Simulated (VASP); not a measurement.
TiC: single point with r2SCAN

TiC:

```xyz
2
Lattice="0.0000 2.1315 2.1965 2.1315 0.0000 2.1965 2.1315 2.1315 0.0000" Properties=species:S:1:pos:R:3 pbc="T T T"
Ti    0.0000    0.0000    0.0000
C     2.1315    2.1315    2.1965
```

This cell differs from its parent crystal: strain -0.015 along x and y, +0.015 along z.

* Program: VASP 6.6.1
* Task: single point
* Functional: r2SCAN
* Potentials or basis: VASP PAW PBE potentials, release 64 (Ti_sv, C)
* Cutoff: 520 eV
* k mesh: 18 × 18 × 18
* Occupations: gaussian, width 0.15 eV
* Spin: no spin polarisation

```
Pressure               : 5.6 GPa
Band gap on the k mesh : zero (bands 8 and 9 overlap by 1.53 eV)
```

Stress tensor (GPa, compression positive):
```
 9.72  0.00  0.00
 0.00  9.72  0.00
 0.00  0.00 -2.75
```

Levels at points of the mesh, in eV from the Fermi level:
```csv
k point,band 6,band 7,band 8,band 9,band 10,band 11
"(0.00, 0.00, 0.00)",0.70,0.95,0.95,1.60,1.62,1.72
"(0.50, 0.00, 0.00)",-6.18,-3.23,-3.18,3.15,3.27,4.49
"(0.50, 0.50, 0.00)",-3.93,-1.55,0.02,0.02,2.78,3.84
"(0.50, 0.00, 0.50)",-3.59,-1.59,-0.22,-0.21,2.79,3.76
```

Wall time 3.1 min on 1 thread of Intel(R) Xeon(R) 6975P-C (Granite Rapids), on a shared host, peak memory 0.26 GiB.

Caveat: the cell differs from its parent crystal (strain -0.015 along x and y, +0.015 along z); the stress differs along the axes, from -3 to 10 GPa; the PAW data sets were made with another functional, which shifts forces and pressure a little.
